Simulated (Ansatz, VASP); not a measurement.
**Two plane-wave programs on Zn**

INCAR

```
SYSTEM = Zn
  ALGO = Fast
  EDIFF = 1E-6
  ENCUT = 520
  GGA = CA
  ISIF = 2
  ISMEAR = 0
  LASPH = .True.
  LCHARG = .False.
  LREAL = .False.
  LWAVE = .False.
  NBANDS = 12
  NELM = 60
  PREC = Accurate
  SIGMA = 0.15
```

Contents of KPOINTS:

```
k-points
0
Gamma
  22 22 22
  0 0 0
```

POSCAR

```
Zn
1.0
   -1.5056386871      1.5056386871      1.5056386871
    1.5056386871     -1.5056386871      1.5056386871
    1.5056386871      1.5056386871     -1.5056386871
Zn
1
Direct
    0.0000000000      0.0000000000      0.0000000000
```

Input for Ansatz:

```yaml
crystal:
  lattice:
    - [-1.5056386871, 1.5056386871, 1.5056386871]
    - [1.5056386871, -1.5056386871, 1.5056386871]
    - [1.5056386871, 1.5056386871, -1.5056386871]
  atoms:
    - { symbol: Zn, position: [0.0, 0.0, 0.0] }
basis:
  ecutwfc: 520.0
kpoints:
  mp_grid: { grid: [22, 22, 22] }
hamiltonian:
  xc: lda
  pseudopotentials: { kind: paw }
scf:
  occupations: { method: gaussian, width: 0.15 }
output:
  forces: true
  stress: true
  eigenvalues: true
  write_density: true
  write_potential: true
  elf: true
  volumetric_format: npy
```

Alike in both runs: task single point; functional LDA; k mesh 22 × 22 × 22; occupations gaussian, width 0.15 eV; no spin polarisation.

|  | VASP | Ansatz |
| --- | --- | --- |
| version | VASP 6.6.1 | Ansatz 0.2.0 |
| potentials or method | VASP PAW LDA potentials, release 64 (Zn), cutoff 520 eV | scalar-relativistic, plane waves, PAW |
| valence electrons in the cell | 12 | 12 |

Ansatz gave:

```
gap on the k mesh at the Fermi level (eV) : none
pressure (GPa)                            : 0.3
```

Which values does VASP return?

gap on the k mesh at the Fermi level (eV): none; pressure (GPa): 0.9.

LDA's correlation is that of Perdew and Zunger in VASP and of Perdew and Wang (1992) in Ansatz. A gap of «none» marks a metal or a gap that the smearing closes.
